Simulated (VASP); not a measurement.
Input of a VASP 6.6.1 run:

INCAR

```
SYSTEM = NaH
PREC = Accurate
ENCUT = 500
EDIFF = 1E-6
ISMEAR = 0
SIGMA = 0.02
LREAL = .False.
LASPH = .True.
NELM = 120
ALGO = Normal
ISIF = 2
LWAVE = .False.
LCHARG = .True.
GGA = PE
LELF = .True.
LVHAR = .True.
NBANDS = 11
GGA_COMPAT = .False.
```

Contents of KPOINTS:

```
Automatic mesh
0
Gamma
  8 8 8
  0 0 0
```

The input POSCAR:

```
NaH
1.0
    0.0000000000      2.3403595665      2.3403595665
    2.3403595665      0.0000000000      2.3403595665
    2.3403595665      2.3403595665      0.0000000000
Na H
1 1
Direct
    0.0000000000      0.0000000000      0.0000000000
    0.5000000000      0.5000000000      0.5000000000
```

Potentials or basis: VASP PAW PBE potentials, release 64 (Na_pv, H).

Run with:

```console
$ cat potpaw_PBE.64/Na_pv/POTCAR potpaw_PBE.64/H/POTCAR > POTCAR
$ mpirun -np 1 vasp_std > vasp.out
```

(1) Estimate the pressure.

(2) Predict the band gap on the k mesh.

## Answers

(1) 2.6 GPa.

(2) 3.92 eV, indirect (least direct gap 4.82 eV).
